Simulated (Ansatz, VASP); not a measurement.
SrO: VASP beside Ansatz

```xyz
2
Lattice="0.0000 2.6000 2.6000 2.6000 0.0000 2.6000 2.6000 2.6000 0.0000" Properties=species:S:1:pos:R:3 pbc="T T T"
Sr    0.0000    0.0000    0.0000
O     2.6000    2.6000    2.6000
```

Alike in both runs: task single point; functional r2SCAN; k mesh 6 × 6 × 6; occupations fermi-dirac, width 0.02 eV; no spin polarisation.

|  | VASP | Ansatz |
| --- | --- | --- |
| version | VASP 6.6.1 | Ansatz 0.2.0 development build |
| potentials or method | VASP PAW PBE potentials, release 64 (Sr_sv, O), cutoff 520 eV | plane waves, all-electron PAW datasets generated for the crystal |

|  | VASP | Ansatz | Ansatz less VASP |
| --- | --- | --- | --- |
| gap on the k mesh at the Fermi level (eV) | 3.76 | 3.81 | +0.048 |

VASP's potentials were made for PBE, not for r2SCAN. Ansatz ran all-electron here, and VASP with PAW potentials.
